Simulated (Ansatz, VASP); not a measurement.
# One calculation of Ba3Bi2, two programs

The input INCAR:

```
SYSTEM = Ba3Bi2
PREC = Accurate ; ENCUT = 600
EDIFF = 1E-6 ; ISMEAR = 0
SIGMA = 0.2 ; LREAL = .FALSE.
LASPH = .TRUE. ; NELM = 80
ALGO = Normal ; ISIF = 3
LWAVE = .FALSE. ; LCHARG = .FALSE.
GGA = PE ; IBRION = 2
NSW = 36 ; EDIFFG = -0.08
```

KPOINTS

```
regular mesh
0
G
  3 3 3
  0 0 0
```

POSCAR

```
Ba3Bi2
1.0
    5.9009796000      0.0000000000      0.0000000000
   -2.9504898000      5.1103982400      0.0000000000
    0.0000000000      0.0000000000      6.8235214200
Ba Bi
3 2
Direct
    0.3333333300      0.6666666700      0.8160100500
    0.6666666700      0.3333333300      0.1839899500
    0.0000000000      0.0000000000      0.5000000000
    0.3333333300      0.6666666700      0.3812827900
    0.6666666700      0.3333333300      0.6187172100
```

Input for Ansatz:

```yaml
crystal:
  lattice:
    - [5.9009796, 0.0, 0.0]
    - [-2.9504898, 5.11039824, 0.0]
    - [0.0, 0.0, 6.82352142]
  atoms:
    - { symbol: Ba, position: [0.33333333, 0.66666667, 0.81601005] }
    - { symbol: Ba, position: [0.66666667, 0.33333333, 0.18398995] }
    - { symbol: Ba, position: [0.0, 0.0, 0.5] }
    - { symbol: Bi, position: [0.33333333, 0.66666667, 0.38128279] }
    - { symbol: Bi, position: [0.66666667, 0.33333333, 0.61871721] }
basis:
  ecutwfc: 420
kpoints:
  mp_grid: { grid: [3, 3, 3] }
hamiltonian:
  xc: pbe
scf:
  occupations: { method: gaussian, width: 0.2 }
  lower_state_search: "off"
output:
  forces: true
  stress: true
  eigenvalues: true
relax:
  adjacent_minimum: "off"
  f_tol: 0.08
  max_steps: 16
  cell: { stress_tol: 0.8 }
```

Alike in both runs: task relaxation of cell and atoms; functional PBE; k mesh 3 × 3 × 3; occupations gaussian, width 0.2 eV; no spin polarisation.

|  | VASP | Ansatz |
| --- | --- | --- |
| version | VASP 6.6.1 | Ansatz 0.2.0 |
| potentials or method | VASP PAW PBE potentials, release 64 (Ba_sv, Bi_d), cutoff 600 eV | scalar-relativistic, plane waves, PAW |
| valence electrons in the cell | 60 | 60 |

|  | VASP | Ansatz | Ansatz less VASP |
| --- | --- | --- | --- |
| gap on the k mesh at the Fermi level, each at its own relaxed structure (eV) | 0.45 | 0.32 | -0.135 |
| relaxed volume (Å³/atom) | 47.95 | 47.62 | -0.329 |
| relaxed cell length with the largest relative difference (Å) | 7.765 | 7.569 | -0.1964 |

Spin-orbit coupling is off throughout. Noted on VASP's run: the volume moved by over 15 % at a fixed basis, so the end points are rough.
